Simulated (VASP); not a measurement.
Wanted: the native input for a VASP 6.6.1 run.

```
Task                   : single point
Functional             : PBEsol
Potentials or basis    : VASP PAW PBE potentials, release 64 (Mo_sv)
Cutoff                 : 520 eV
k mesh                 : 18 × 18 × 18
Occupations            : gaussian, width 0.1 eV
Spin                   : no spin polarisation
Dipole correction      : no
Further INCAR settings : ALGO = Fast; EDIFF = 1e-06; NBANDS = 13
```

The structure of Mo lies in POSCAR:

```
Mo
1.0
   -1.5646699815      1.5646699815      1.5646699815
    1.5646699815     -1.5646699815      1.5646699815
    1.5646699815      1.5646699815     -1.5646699815
Mo
1
Direct
    0.0000000000      0.0000000000      0.0000000000
```

The input as run:

INCAR

```
PREC = Accurate ; ENCUT = 520
EDIFF = 1E-6 ; ISMEAR = 0
SIGMA = 0.1 ; LREAL = F
LASPH = T ; NELM = 100
ALGO = Fast ; ISIF = 2
LWAVE = F ; LCHARG = F
GGA = PS ; NBANDS = 13
```

KPOINTS

```
Automatic mesh
0
Gamma
  18 18 18
```

Potentials or basis: VASP PAW PBE potentials, release 64 (Mo_sv).

Launch:

```bash
$ cat potpaw_PBE.64/Mo_sv/POTCAR > POTCAR
$ mpirun -np 1 vasp_std > vasp.out
```

It gave:

```json
{"Pressure": "0.6 GPa", "Band gap on the k mesh": "zero (bands 7 and 8 overlap by 5.53 eV)"}
```

Caveat: the PAW data sets were made with another functional, which shifts forces and pressure a little.

Run time: 49 s on 1 thread of AMD EPYC 7R13 (shared host), peak memory 0.12 GiB.
